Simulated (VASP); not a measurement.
# Bi (Fd-3m) in VASP: notebook

Bi is run at these levels: r2SCAN; tasks: single point, relaxation of cell and atoms.

Everything below comes from runs of VASP 6.6.1. Logs are shortened: lines on timing, memory, paths and dates and some standing lists are left out, and cuts for length are marked.

**1. The cell of the first run**

It takes space group Fd-3m (No. 227, cubic). Conventional cell: a = 7.175 Å, b = 7.175 Å, c = 7.175 Å, α = 90.00°, β = 90.00°, γ = 90.00°. Bi (site symmetry -43m) has 4 Bi at 3.11 Å within 4.1 Å.

**2. Single point, r2SCAN**

POSCAR

```
Bi
1.0
    0.0000000000      3.5876093965      3.5876093965
    3.5876093965      0.0000000000      3.5876093965
    3.5876093965      3.5876093965      0.0000000000
Bi
2
Direct
    0.5000000000      0.5000000000      0.5000000000
    0.7500000000      0.7500000000      0.7500000000
```

INCAR.step1

```
SYSTEM = Bi
PREC     = Accurate       ! precision mode
ENCUT    = 520            ! plane-wave cutoff, eV
ISMEAR   = 0              ! smearing method
SIGMA    = 0.1            ! smearing width, eV
LREAL    = .FALSE.        ! projectors in reciprocal space
LASPH    = .TRUE.         ! aspherical terms in the spheres
NELM     = 60             ! most SCF steps
NBANDS   = 22             ! bands
GGA      = PE             ! functional
ALGO     = Normal         ! electronic algorithm
EDIFF    = 1E-4           ! SCF threshold, eV
LWAVE    = .TRUE.         ! write WAVECAR
LCHARG   = .FALSE.        ! write CHGCAR
```

INCAR.step2

```
SYSTEM = Bi
PREC     = Accurate       ! precision mode
ENCUT    = 520            ! plane-wave cutoff, eV
EDIFF    = 1E-7           ! SCF threshold, eV
ISMEAR   = 0              ! smearing method
SIGMA    = 0.1            ! smearing width, eV
LREAL    = .FALSE.        ! projectors in reciprocal space
LASPH    = .TRUE.         ! aspherical terms in the spheres
NELM     = 60             ! most SCF steps
ALGO     = Normal         ! electronic algorithm
ISIF     = 2              ! what is computed and relaxed
LWAVE    = .FALSE.        ! write WAVECAR
LCHARG   = .TRUE.         ! write CHGCAR
METAGGA  = R2SCAN         ! meta-GGA
LMIXTAU  = .TRUE.       
LELF     = .TRUE.         ! ELF
LVHAR    = .TRUE.       
NBANDS   = 22             ! bands
ISTART   = 1
```

KPOINTS

```
regular mesh
0
G
  4 4 4
  0 0 0
```

Potentials or basis: VASP PAW PBE potentials, release 64 (Bi_d).

Started as:

```
$ cat potpaw_PBE.64/Bi_d/POTCAR > POTCAR
$ cp INCAR.step1 INCAR
$ mpirun -np 1 vasp_std > vasp.out
$ cp INCAR.step2 INCAR
$ mpirun -np 1 vasp_std > vasp.out
```

OUTCAR:

```text
SYSTEM = Bi
   PREC = Accurate
   ENCUT = 520
   EDIFF = 1E-7
   ISMEAR = 0
   LREAL = .FALSE.
   LASPH = .TRUE.
   NELM = 60
   ISIF = 2
   METAGGA = R2SCAN
   ISTART = 1

 ion  position               nearest neighbor table
   1  0.500  0.500  0.500-   2 3.11   2 3.11   2 3.11   2 3.11
   2  0.750  0.750  0.750-   1 3.11   1 3.11   1 3.11   1 3.11

  LATTYP: Found a face centered cubic cell.
 ALAT       =     7.1752187930

  Lattice vectors:

 A1 = (   0.0000000000,   3.5876093965,   3.5876093965)
 A2 = (   3.5876093965,   0.0000000000,   3.5876093965)
 A3 = (   3.5876093965,   3.5876093965,   0.0000000000)

Analysis of symmetry for initial positions (statically):
=====================================================================
 Subroutine PRICEL returns:
 Original cell was already a primitive cell.

 Routine SETGRP: Setting up the symmetry group for a
 face centered cubic supercell.

 Subroutine GETGRP returns: Found 48 space group operations
 (whereof 24 operations were pure point group operations)
 out of a pool of 48 trial point group operations.

The static configuration has the point symmetry T_d .
 The point group associated with its full space group is O_h .

Analysis of symmetry for dynamics (positions and initial velocities):
=====================================================================
 Subroutine PRICEL returns:
 Original cell was already a primitive cell.

 Routine SETGRP: Setting up the symmetry group for a
 face centered cubic supercell.

 Subroutine GETGRP returns: Found 48 space group operations
 (whereof 24 operations were pure point group operations)
 out of a pool of 48 trial point group operations.

The dynamic configuration has the point symmetry T_d .
 The point group associated with its full space group is O_h .

 Subroutine INISYM returns: Found 48 space group operations
 (whereof 24 operations are pure point group operations),
 and found     1 'primitive' translations

----------------------------------------------------------------------------------------

                                     Primitive cell

  volume of cell :      92.3518

  direct lattice vectors                    reciprocal lattice vectors
     0.000000000  3.587609396  3.587609396    -0.139368572  0.139368572  0.139368572
     3.587609396  0.000000000  3.587609396     0.139368572 -0.139368572  0.139368572
     3.587609396  3.587609396  0.000000000     0.139368572  0.139368572 -0.139368572

  length of vectors
     5.073645865  5.073645865  5.073645865     0.241393448  0.241393448  0.241393448

  position of ions in fractional coordinates (direct lattice)
     0.500000000  0.500000000  0.500000000
     0.750000000  0.750000000  0.750000000

  ion indices of the primitive-cell ions
   primitive index   ion index
                 1           1
                 2           2

----------------------------------------------------------------------------------------

 KPOINTS: regular mesh

Automatic generation of k-mesh.
 Grid dimensions read from file:
 generate k-points for:    4    4    4

 Generating k-lattice:

  Cartesian coordinates                     Fractional coordinates (reciprocal lattice)
    -0.034842143  0.034842143  0.034842143     0.250000000  0.000000000  0.000000000
     0.034842143 -0.034842143  0.034842143     0.000000000  0.250000000  0.000000000
     0.034842143  0.034842143 -0.034842143     0.000000000  0.000000000  0.250000000

  Length of vectors
     0.060348362  0.060348362  0.060348362

  Shift w.r.t. Gamma in fractional coordinates (k-lattice)
     0.000000000  0.000000000  0.000000000

 Subroutine IBZKPT returns following result:
 ===========================================

 Found      8 irreducible k-points:

 Following reciprocal coordinates:
            Coordinates               Weight
  0.000000  0.000000  0.000000      1.000000
  0.250000  0.000000  0.000000      8.000000
  0.500000  0.000000  0.000000      4.000000
  0.250000  0.250000  0.000000      6.000000
  0.500000  0.250000  0.000000     24.000000
 -0.250000  0.250000  0.000000     12.000000
  0.500000  0.500000  0.000000      3.000000
 -0.250000  0.500000  0.250000      6.000000
   k-points           NKPTS =      8   k-points in BZ     NKDIM =      8   number of bands    NBANDS=     22
   number of dos      NEDOS =    301   number of ions     NIONS =      2
   total plane-waves  NPLWV =  64000
   dimension x,y,z NGX =    40 NGY =   40 NGZ =   40
   dimension x,y,z NGXF=    80 NGYF=   80 NGZF=   80
   ions per type =               2
   NGX,Y,Z   is equivalent  to a cutoff of  13.11, 13.11, 13.11 a.u.
   NGXF,Y,Z  is equivalent  to a cutoff of  26.21, 26.21, 26.21 a.u.
 SYSTEM =  Bi
   PREC   = accura    normal or accurate (medium, high low for compatibility)
   ISTART =      1    job   : 0-new  1-cont  2-samecut
   ICHARG =      0    charge: 1-file 2-atom 10-const
   ISPIN  =      1    spin polarized calculation?
   LNONCOLLINEAR =      F non collinear calculations
   LSORBIT =      F    spin-orbit coupling
   LASPH  =      T    aspherical Exc in radial PAW
   ENCUT  =  520.0 eV  38.22 Ry    6.18 a.u.   9.43  9.43  9.43*2*pi/ulx,y,z
   NELM   =     60;   NELMIN=  2; NELMDL=  0     # of ELM steps
   EDIFF  = 0.1E-06   stopping-criterion for ELM
   LREAL  =      F    real-space projection
   EDIFFG = 0.1E-05   stopping-criterion for IOM
   NSW    =      0    number of steps for IOM
   IBRION =     -1    ionic relax: 0-MD 1-quasi-New 2-CG
   NFREE  =      0    steps in history (QN), initial steepest desc. (CG)
   ISIF   =      2    stress and relaxation
   ISYM   =      2    0-nonsym 1-usesym 2-fastsym
   POTIM  = 0.5000    time-step for ionic-motion
   TEBEG  =    0.0;   TEEND  =   0.0 temperature during run
   PSTRESS=    0.0 pullay stress
   NELECT =      30.0000    total number of electrons
   NUPDOWN=      -1.0000    fix difference up-down
   EMIN   =  10.00;   EMAX   =-10.00  energy-range for DOS
   EFERMI =   0.00;   METHOD = LEGACY
   ISMEAR =     0;   SIGMA  =   0.10  broadening in eV -4-tet -1-fermi 0-gaus
   EFERMI_NEDOS =   21; number of points for ismear=-14 and -15
   IALGO  =     38    algorithm
   IMIX   =      4    mixing-type and parameters
     AMIX     =   0.40;   BMIX     =  1.00
     AMIX_MAG =   1.60;   BMIX_MAG =  1.00
  volume/ion in A,a.u.               =      46.18       311.61
  Fermi-wavevector in a.u.,A,eV,Ry     =   1.125382  2.126664 17.231580  1.266485
  Thomas-Fermi vector in A             =   2.262059
   LORBIT       =      0    0 simple, 1 ext, 2 COOP (PROOUT), +10 PAW based schemes
   METAGGA = R2SCAN    functional components
   LHFCALC =     F    Hartree Fock is set to
   AEXX    =    0.0000 exact exchange contribution
   IVDW    =     0    specifies the selected vdW correction
   LEPSILON=     F    determine dielectric tensor
   LRPA    =     F    only Hartree local field effects (RPA)
 non-spin polarized calculation
 Gauss-broadening in eV      SIGMA  =   0.10
  energy-cutoff  :      520.00
  volume of cell :       92.35
 maximum number of plane-waves:      2502
 NGX is ok and might be reduce to    40
   NGX = 19   NGY = 19   NGZ = 19

 number of electron      30.0000004 magnetization

 Free energy of the ion-electron system (eV)
  ---------------------------------------------------
  ext. energy  EPLUGINS =         0.00000000
  ---------------------------------------------------
  free energy    TOTEN  =      -116.61907889 eV

  energy without entropy =     -116.61378941  energy(sigma->0) =     -116.61643415

 E-fermi :   3.7236     XC(G=0):  -8.6878

 val. band max:        3.7235743398   @ k =   0.2500   0.2500   0.0000
 cond. band min:       4.5135433462   @ k =  -0.2500   0.5000   0.2500
 fundamental gap:      0.7899690064
 Fermi energy:         3.7235749138

 k-point     1 :       0.0000    0.0000    0.0000
  band No.  band energies     occupation
      1     -19.7658      2.00000
      2     -19.7658      2.00000
      3     -19.7658      2.00000
      4     -19.7155      2.00000
      5     -19.7155      2.00000
      6     -19.5129      2.00000
[... 14 lines left out ...]
     21      11.2124      0.00000
     22      11.6121      0.00000

 k-point     2 :       0.2500    0.0000    0.0000
  band No.  band energies     occupation
      1     -19.7821      2.00000
      2     -19.7821      2.00000
      3     -19.7559      2.00000
      4     -19.6907      2.00000
      5     -19.6907      2.00000
      6     -19.5436      2.00000
[... 14 lines left out ...]
     21      10.3000      0.00000
     22      11.0167      0.00000

 k-point     3 :       0.5000    0.0000    0.0000
  band No.  band energies     occupation
      1     -19.7907      2.00000
      2     -19.7907      2.00000
      3     -19.7450      2.00000
      4     -19.6751      2.00000
      5     -19.6751      2.00000
      6     -19.5569      2.00000
[... 14 lines left out ...]
     21      11.3195      0.00000
     22      11.3195      0.00000

 k-point     4 :       0.2500    0.2500    0.0000
  band No.  band energies     occupation
      1     -19.7854      2.00000
      2     -19.7854      2.00000
      3     -19.7608      2.00000
      4     -19.6855      2.00000
      5     -19.6570      2.00000
      6     -19.5941      2.00000
[... 14 lines left out ...]
     21      11.8065      0.00000
     22      12.9384      0.00000

 k-point     5 :       0.5000    0.2500    0.0000
  band No.  band energies     occupation
      1     -19.8093      2.00000
      2     -19.7974      2.00000
      3     -19.7191      2.00000
      4     -19.6533      2.00000
      5     -19.6353      2.00000
      6     -19.6159      2.00000
[... 14 lines left out ...]
     21      11.6943      0.00000
     22      12.1277      0.00000

 k-point     6 :      -0.2500    0.2500    0.0000
  band No.  band energies     occupation
      1     -19.8055      2.00000
      2     -19.7964      2.00000
      3     -19.7196      2.00000
      4     -19.6738      2.00000
      5     -19.6529      2.00000
      6     -19.5818      2.00000
[... 14 lines left out ...]
     21      11.1177      0.00000
     22      12.1536      0.00000

 k-point     7 :       0.5000    0.5000    0.0000
  band No.  band energies     occupation
      1     -19.8023      2.00000
      2     -19.8023      2.00000
      3     -19.6983      2.00000
      4     -19.6983      2.00000
      5     -19.6135      2.00000
      6     -19.6135      2.00000
[... 14 lines left out ...]
     21      12.9532      0.00000
     22      12.9532      0.00000

 k-point     8 :      -0.2500    0.5000    0.2500
  band No.  band energies     occupation
      1     -19.8119      2.00000
      2     -19.8119      2.00000
      3     -19.6638      2.00000
      4     -19.6638      2.00000
      5     -19.6176      2.00000
      6     -19.6176      2.00000
[... 14 lines left out ...]
     21      12.4629      0.00000
     22      12.4629      0.00000

------------------------ aborting loop because EDIFF is reached ----------------------------------------

  FORCE on cell =-STRESS in cart. coord.  units (eV):
  Direction    XX          YY          ZZ          XY          YZ          ZX
  --------------------------------------------------------------------------------------
  -------------------------------------------------------------------------------------
  Total        0.1076760      0.1076760      0.1076760     -0.0000000      0.0000000      0.0000000
  in kB        1.8680310      1.8680310      1.8680310     -0.0000000      0.0000000      0.0000000
  external PRESSURE =       1.8680310 kB  Pullay stress =       0.0000000 kB

 VOLUME and BASIS-vectors are now :
 -----------------------------------------------------------------------------
  energy-cutoff  :      520.00
  volume of cell :       92.35
      direct lattice vectors                 reciprocal lattice vectors
     0.000000000  3.587609396  3.587609396    -0.139368572  0.139368572  0.139368572
     3.587609396  0.000000000  3.587609396     0.139368572 -0.139368572  0.139368572
     3.587609396  3.587609396  0.000000000     0.139368572  0.139368572 -0.139368572

 POSITION                                       TOTAL-FORCE (eV/Angst)
 -----------------------------------------------------------------------------------
      3.58761      3.58761      3.58761        -0.000000     -0.000000     -0.000000
      5.38141      5.38141      5.38141         0.000000      0.000000      0.000000
 -----------------------------------------------------------------------------------
    total drift:                               -0.000000     -0.000000      0.000000

  FREE ENERGIE OF THE ION-ELECTRON SYSTEM (eV)
  ---------------------------------------------------
  free  energy   TOTEN  =      -116.6190788947 eV

  energy  without entropy=     -116.6137894149  energy(sigma->0) =     -116.61643415
```

Run time: 79 s. Hardware: 1 thread of Intel Xeon Platinum 8259CL at 2.50GHz (Skylake/Cascade Lake), shared host; peak memory 0.25 GiB.

What came out:

| Item | Value |
| --- | --- |
| Free energy | -116.6191 eV |
| Pressure | 0.2 GPa |
| Band gap on the k mesh | zero (band 15 reaches 4.51 eV, above the bottom of band 16 at 3.40 eV) |

Caveat: the k points lie up to 0.38 Å⁻¹ apart; the PAW data sets were made with another functional, which shifts forces and pressure a little; spin-orbit coupling is left out, which moves the levels of the heavy elements.

**3. Single point, r2SCAN**

This run uses another cell than the first one, of 39.22 Å³/atom, 0.849 times its volume.

POSCAR

```
Bi
1.0
    0.0000000000      3.3975022875      3.3975022875
    3.3975022875      0.0000000000      3.3975022875
    3.3975022875      3.3975022875      0.0000000000
Bi
2
Direct
    0.5000000000      0.5000000000      0.5000000000
    0.7500000000      0.7500000000      0.7500000000
```

INCAR.step1

```
SYSTEM = Bi
  PREC = Accurate
  ENCUT = 520
  ISMEAR = 0
  SIGMA = 0.1
  LREAL = .FALSE.
  LASPH = .TRUE.
  NELM = 80
  NBANDS = 22
  GGA = PE
  ALGO = Normal
  EDIFF = 1E-4
  LWAVE = .TRUE.
  LCHARG = .FALSE.
```

INCAR.step2

```
SYSTEM = Bi
  PREC = Accurate
  ENCUT = 520
  EDIFF = 1E-6
  ISMEAR = 0
  SIGMA = 0.1
  LREAL = .FALSE.
  LASPH = .TRUE.
  NELM = 80
  ALGO = Normal
  ISIF = 2
  LWAVE = .FALSE.
  LCHARG = .FALSE.
  METAGGA = R2SCAN
  LMIXTAU = .TRUE.
  NBANDS = 22
  ISTART = 1
```

KPOINTS

```
Automatic mesh
0
G
  6 6 6
  0 0 0
```

Potentials or basis: VASP PAW PBE potentials, release 64 (Bi_d).

Started as:

```
$ cat potpaw_PBE.64/Bi_d/POTCAR > POTCAR
$ cp INCAR.step1 INCAR
$ mpirun -np 1 vasp_std > vasp.out
$ cp INCAR.step2 INCAR
$ mpirun -np 1 vasp_std > vasp.out
```

It took 92 s on 1 thread of Intel Xeon Platinum 8259CL at 2.50GHz (Skylake/Cascade Lake), shared host; peak memory 0.21 GiB.

It converged, with:

* Free energy: -116.1327 eV
* Pressure: 9.2 GPa
* Band gap on the k mesh: zero (band 15 reaches 5.91 eV, above the bottom of band 16 at 4.87 eV)

Levels at points of the mesh, in eV from the Fermi level:
```csv
k point,band 12,band 13,band 14,band 15,band 16,band 17,band 18,band 19
"(0.00, 0.00, 0.00)",-7.27,-1.78,-1.78,-1.78,0.74,0.74,0.74,3.45
"(0.50, 0.00, 0.00)",-10.20,-2.89,-2.85,-2.85,2.02,2.02,4.78,5.64
"(0.50, 0.50, 0.00)",-11.72,-3.98,-3.98,-0.68,-0.68,5.45,5.45,7.02
```

Caveat: the PAW data sets were made with another functional, which shifts forces and pressure a little; spin-orbit coupling is left out, which moves the levels of the heavy elements.

**4. Relaxation of cell and atoms, r2SCAN**

This run uses another cell than the first one, of 39.22 Å³/atom, 0.849 times its volume.

POSCAR is that of step 3.

INCAR.step1

```
PREC = Accurate
ENCUT = 600
ISMEAR = 0
SIGMA = 0.1
LREAL = False
LASPH = True
NELM = 80
GGA = PE
ALGO = Normal
EDIFF = 1E-4
LWAVE = True
LCHARG = False
```

INCAR.step2

```
PREC = Accurate
ENCUT = 600
EDIFF = 1E-7
ISMEAR = 0
SIGMA = 0.1
LREAL = False
LASPH = True
NELM = 80
ALGO = Normal
ISIF = 3
LWAVE = False
LCHARG = False
METAGGA = R2SCAN
LMIXTAU = True
IBRION = 2
NSW = 90
EDIFFG = -0.04
ISTART = 1
```

KPOINTS

```
Automatic mesh
0
Gamma
  4 4 4
```

Started as:

```
$ cat potpaw_PBE.64/Bi_d/POTCAR > POTCAR
$ cp INCAR.step1 INCAR
$ mpirun -np 1 vasp_std > vasp.out
$ cp INCAR.step2 INCAR
$ mpirun -np 1 vasp_std > vasp.out
```

Wall time 4.6 min (1 thread of Intel Xeon Platinum 8259CL at 2.50GHz (Skylake/Cascade Lake), shared host); peak memory 0.26 GiB.

Results (log left out):

| Quantity | Value |
| --- | --- |
| Free energy | -116.6160 eV |
| Relaxed volume | 46.45 Å³/atom |
| Relaxed cell | a = 5.084 Å, b = 5.084 Å, c = 5.084 Å, α = 60.00°, β = 60.00°, γ = 60.00° |
| Space group after relaxing (to 0.05 Å) | Fd-3m (No. 227) |
| Energy gained by relaxing | 157.7 meV/atom |
| Ionic steps | 3 |
| Pressure after relaxing | 0.0 GPa |
| Band gap on the k mesh | zero (band 15 reaches 4.45 eV, above the bottom of band 16 at 3.36 eV) |

Step by step:
```
step  energy change (eV)  largest force (eV/Å)  pressure (GPa)  volume (Å³)
   1              0.0000                0.0000            8.11        78.43
   2             -0.2169                0.0000           -2.77       103.21
   3             -0.3154                0.0000           -0.02        92.89
```

Final structure:
```
Bi
1.0
     0.00000    3.59463    3.59463
     3.59463    0.00000    3.59463
     3.59463    3.59463    0.00000
Bi
2
Direct
  0.50000 0.50000 0.50000
  0.75000 0.75000 0.75000
```

Levels at points of the mesh, in eV from the Fermi level:
```tsv
k point	band 12	band 13	band 14	band 15	band 16	band 17	band 18	band 19
(0.00, 0.00, 0.00)	-7.82	-1.40	-1.40	-1.40	0.99	0.99	0.99	3.66
(0.50, 0.00, 0.00)	-9.81	-2.43	-2.25	-2.25	2.11	2.11	4.26	5.48
(0.50, 0.50, 0.00)	-11.05	-3.14	-3.14	-0.32	-0.32	4.73	4.73	6.49
```

Caveat: the k points lie up to 0.38 Å⁻¹ apart in the final cell; the volume moved by over 15 % at a fixed basis, so the end points are rough; the PAW data sets were made with another functional, which shifts forces and pressure a little; spin-orbit coupling is left out, which moves the levels of the heavy elements.

**5. Overview**

| task | cell | k mesh | cutoff (eV) | gap on the mesh (eV) | pressure (GPa) |
| --- | --- | --- | --- | --- | --- |
| single point | a = 5.074 Å, angles 60.0°, 2 atoms | 4 × 4 × 4 | 520 | none | 0.2 |
| single point | a = 4.805 Å, angles 60.0°, 2 atoms | 6 × 6 × 6 | 520 | none | 9.2 |
| relaxation of cell and atoms | relaxed from a = 4.805 Å, angles 60.0°, 2 atoms | 4 × 4 × 4 | 600 | none | 0.0 |

Alike in all rows: level r2SCAN; potentials or basis VASP PAW PBE potentials, release 64 (Bi_d); no spin polarisation; smearing gaussian 0.1 eV.

Caveats: some runs use coarse meshes; the PAW data sets were made with another functional, which shifts forces and pressure a little; spin-orbit coupling is left out, which moves the levels of the heavy elements; the volume moved by over 15 % at a fixed basis, so the end points are rough (some runs).

Total energies depend on the potentials used, so only differences within one code and one set of settings carry meaning.
